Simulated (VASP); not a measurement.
Input of a VASP 6.6.1 run:

The input INCAR:

```
PREC     = Accurate       # precision mode
ENCUT    = 520            # plane-wave cutoff, eV
EDIFF    = 1E-6           # SCF threshold, eV
ISMEAR   = 0              # smearing method
SIGMA    = 0.1            # smearing width, eV
LREAL    = Auto         
LASPH    = T              # aspherical terms in the spheres
NELM     = 60             # most SCF steps
ALGO     = Normal         # electronic algorithm
ISIF     = 2              # what is computed and relaxed
LWAVE    = F              # write WAVECAR
LCHARG   = F              # write CHGCAR
GGA      = PE             # functional
NBANDS   = 97             # bands
ISYM     = 0
```

File KPOINTS:

```
Automatic mesh
0
Gamma
  3 3 2
  0 0 0.5
```

Contents of POSCAR:

```
Sc2TaMo2C5
1.0
    2.2309315512      2.2347244283      4.4357135079
   -2.2522092867     -2.2606522470      4.4593162850
    6.7086870501     -4.4911538571      2.2207630560
C Sc Mo Ta
10 4 4 2
Direct
    0.9485575607      0.7602284585      0.5961497360
    0.8538428091      0.2416228169      0.7996068462
    0.3471919835      0.7568446561      0.8095314582
    0.7564329830      0.7489743883      0.9940062196
    0.1529418317      0.7503343976      0.1967683465
    0.0508752938      0.2470920405      0.4063327469
    0.5392935385      0.7612639193      0.4019324772
    0.4511328242      0.2430250211      0.5958196448
    0.2624513633      0.2360191842      0.9961875574
    0.6477658090      0.2484548661      0.2020122805
    0.1079897339      0.4964049055      0.7987958317
    0.4023292984      0.9971256250      0.1980937542
    0.6917999558      0.5100608639      0.6018201382
    0.9053409619      0.4978701513      0.1986996568
    0.1750344948      0.0243081051      0.5957965781
    0.0231211974     -0.0147133681      0.0014168194
    0.7688655077      0.0157151505      0.3982991957
    0.5357174441      0.4600868713      0.9985356906
    0.6074396118     -0.0096704944      0.7997223550
    0.2900118361      0.5205842728      0.3999494741
```

Potentials or basis: VASP PAW PBE potentials, release 64 (C, Sc_sv, Mo_sv, Ta_pv).

The run is started by

```bash
$ cat potpaw_PBE.64/C/POTCAR potpaw_PBE.64/Sc_sv/POTCAR potpaw_PBE.64/Mo_sv/POTCAR potpaw_PBE.64/Ta_pv/POTCAR > POTCAR
$ mpirun -np 1 vasp_std > vasp.out
```

(1) Estimate the pressure.

(2) Estimate the largest force.

(3) What does it give for the band gap on the k mesh?

Answers

(1) 0.7 GPa.

(2) 0.039 eV/Å.

(3) zero (bands 81 and 82 overlap by 0.21 eV).

Caveat: the k points lie up to 0.43 Å⁻¹ apart; spin-orbit coupling is left out, which moves the levels of the heavy elements.
